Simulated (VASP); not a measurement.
**Ge: relaxation of cell and atoms with PBEsol**

The system is Ge.

```
Ge
1.0
    -1.66145    1.66145    1.66145
     1.66145   -1.66145    1.66145
     1.66145    1.66145   -1.66145
Ge
1
Direct
  0.00000 0.00000 0.00000
```

This isn't the form of Ge at room conditions, which is diamond.

- Program: VASP 6.6.1
- Task: relaxation of cell and atoms
- Functional: PBEsol
- Potentials or basis: VASP PAW PBE potentials, release 64 (Ge_d)
- Cutoff: 600 eV
- k mesh: 16 × 16 × 16
- Occupations: fermi-dirac, width 0.08 eV
- Spin: no spin polarisation
- Target pressure: -0.044 GPa
- Dipole correction: no
- Further INCAR settings: ALGO = Normal; EDIFF = 1e-07; IBRION = 2; EDIFFG = -0.005; NSW = 60; ISIF = 3

The relaxed volume is 18.37 Å³/atom, the relaxed cell is a = 2.879 Å, b = 2.879 Å, c = 2.879 Å, α = 109.47°, β = 109.47°, γ = 109.47° and the space group after relaxing (to 0.1 Å) is Im-3m (No. 229). The energy change on relaxing (the run minimises the enthalpy) is +0.0 meV/atom and the ionic steps are 2. The pressure after relaxing is -0.1 GPa and the band gap on the k mesh is zero (bands 7 and 8 overlap by 12.47 eV).

Final structure:
```
CELL_PARAMETERS angstrom
-1.66234 1.66234 1.66234
1.66234 -1.66234 1.66234
1.66234 1.66234 -1.66234
ATOMIC_POSITIONS crystal
Ge 0.00000 0.00000 0.00000
```

Levels at points of the mesh, in eV from the Fermi level:
```csv
k point,band 5,band 6,band 7,band 8,band 9,band 10
"(0.00, 0.00, 0.00)",-24.54,-13.35,9.47,9.47,9.47,15.21
"(0.50, 0.00, 0.00)",-24.48,-7.46,-5.44,4.52,6.89,9.69
"(0.50, 0.50, 0.50)",-24.50,-2.40,-0.45,-0.45,-0.45,4.39
```

Run time: 40 s on 1 thread of Intel Xeon 8259CL, with other jobs on the host, peak memory 0.16 GiB.

Caveat: the cell is relaxed towards a set pressure, so the run minimises the enthalpy, not the energy; the PAW data sets were made with another functional, which shifts forces and pressure a little.
